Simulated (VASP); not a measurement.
A run of VASP 6.6.1 is set up as follows.

The input INCAR:

```
SYSTEM = TiC
PREC = Accurate
ENCUT = 520
EDIFF = 1E-7
ISMEAR = 0
SIGMA = 0.1
LREAL = .FALSE.
LASPH = .TRUE.
NELM = 100
ALGO = Normal
ISIF = 2
LWAVE = .FALSE.
LCHARG = .FALSE.
GGA = PE
NBANDS = 15
```

The input KPOINTS:

```
regular mesh
0
G
  16 16 16
  0 0 0
```

POSCAR

```
TiC
1.0
    0.0000000000      2.1664615256      2.1664615256
    2.1664615256      0.0000000000      2.1664615256
    2.1664615256      2.1664615256      0.0000000000
Ti C
1 1
Direct
    0.0000000000      0.0000000000      0.0000000000
    0.5000000000      0.5000000000      0.5000000000
```

Potentials or basis: VASP PAW PBE potentials, release 64 (Ti_sv, C).

Command:

```sh
$ cat potpaw_PBE.64/Ti_sv/POTCAR potpaw_PBE.64/C/POTCAR > POTCAR
$ mpirun -np 1 vasp_std > vasp.out
```

Estimate the pressure.

0.2 GPa.

What does it give for the band gap on the k mesh?

Zero (band 8 reaches 10.09 eV, above the bottom of band 9 at 9.00 eV).
